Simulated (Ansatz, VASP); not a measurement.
# C: VASP beside Ansatz

```xyz
4
Lattice="1.2272 -2.2418 0.0000 1.2272 2.2418 0.0000 0.0000 0.0000 7.7683" Properties=species:S:1:pos:R:3 pbc="T T T"
C     1.2272    1.8682    5.8250
C     1.2272   -0.3736    1.9433
C     1.2272   -1.8682    1.9433
C     1.2272    0.3736    5.8250
```

Change from the starting cell: volume 10.686 Å^3 an atom, stretch along a over the lengths across it, relative to the relaxed cell 0.9480.

Alike in both runs: task single point; functional PBEsol; k mesh 21 × 21 × 6; occupations gaussian, width 0.15 eV; no spin polarisation.

|  | VASP | Ansatz |
| --- | --- | --- |
| version | VASP 6.6.1 | Ansatz 0.2.0 |
| potentials or method | VASP PAW PBE potentials, release 64 (C), cutoff 520 eV | scalar-relativistic, plane waves, PAW |
| valence electrons in the cell | 16 | 16 |

```tsv
	VASP	Ansatz	Ansatz less VASP
gap on the k mesh at the Fermi level (eV)	0.29	0.29	-0.001
least direct gap on the mesh (eV)	0.29	0.29	-0.001
pressure (GPa)	-15.2	-15.7	-0.55
traceless stress, the component that is largest in VASP (GPa)	-25.97	-26.20	-0.228
rms of the force components (eV/Å)	0.156	0.146	-0.0100
```

VASP's potentials were made for PBE, not for PBEsol, and Ansatz warns of the same on its side. Atom by atom the forces differ by 0.010 eV/Å (rms over components). With one functional, cell and mesh, what is left measures potentials, basis and numerics.
